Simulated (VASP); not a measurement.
Crystal: Zn3Se2S.

```
CELL_PARAMETERS angstrom
-0.01770 0.02514 -6.48267
-0.13428 6.97108 -0.02654
6.07200 -3.60191 0.02946
ATOMIC_POSITIONS crystal
Zn 0.49526 0.51457 0.65956
Zn 0.47257 0.17431 0.01838
Zn 0.52445 0.83508 0.30567
Zn 0.02231 0.14058 0.66138
Zn 0.04019 0.83187 0.99778
Zn 0.00564 0.50785 0.30689
Se 0.08876 0.56675 0.70525
Se 0.10118 0.82230 0.30456
Se 0.60119 0.17823 0.68725
Se 0.62257 0.52025 0.34648
S 0.09184 0.10608 0.01138
S 0.62405 0.80213 0.99542
```

* Program: VASP 6.6.1
* Task: relaxation of cell and atoms
* Functional: PBE
* Potentials or basis: VASP PAW PBE potentials, release 64 (Zn, Se, S)
* Cutoff: 600 eV
* k mesh: 2 × 2 × 2
* Occupations: gaussian, width 0.1 eV
* Spin: no spin polarisation

At the start: pressure 6.1 GPa; volume 22.60 Å³/atom.

Question: How do energy, volume and symmetry change on relaxing?

Answer: Over 19 steps the energy falls by 416.8 meV/atom and the volume is 22.44 Å³/atom (-0.8 %); space group Cmc2_1 (No. 36, to 0.05 Å).

The path:
```tsv
step	energy change (eV)	largest force (eV/Å)	pressure (GPa)	volume (Å³)
1	0.0000	10.9455	6.08	271.26
2	-2.9069	3.7519	-4.25	305.68
3	-3.4536	2.8180	-2.69	290.14
4	-4.3283	0.9075	-1.31	277.39
5	-4.4900	1.2277	1.16	265.91
6	-4.5026	1.0817	0.56	268.21
7	-4.8055	0.7389	0.46	267.34
8	-4.8740	0.6533	0.60	266.59
9	-4.9439	0.3516	-0.31	270.34
10	-4.9550	0.2010	-0.76	272.48
11	-4.9769	0.1756	0.16	268.27
12	-4.9769	0.1784	0.21	268.08
13	-4.9860	0.1384	0.12	268.41
14	-4.9918	0.1109	-0.01	268.96
15	-4.9975	0.0957	-0.05	269.13
16	-4.9981	0.0984	-0.06	269.21
17	-5.0007	0.0339	0.06	268.71
18	-5.0007	0.0339	0.06	268.72
19	-5.0011	0.0196	-0.06	269.22
```

Final structure:
```
Zn Se S
1.0
     0.00050   -0.00146   -6.52867
    -0.00270    6.90189    0.00166
     5.97604   -3.45224   -0.00243
Zn Se S
6 4 2
Cartesian
  4.0620 1.2013 -3.2658
  0.0045 1.0788 -3.1567
  1.9264 4.6492 -3.2677
  4.0466 -1.2038 -0.0043
  5.9678 2.3689 -6.4230
  1.9146 2.2499 -0.0012
  3.9977 1.1517 -0.7850
  1.9610 4.6042 -0.7870
  4.0103 -1.1545 -4.0524
  1.9762 2.2956 -4.0503
  5.9694 -2.3368 -0.7852
  0.0059 5.7867 -4.0456
```

Caveat: the k points lie up to 0.53 Å⁻¹ apart in the final cell.
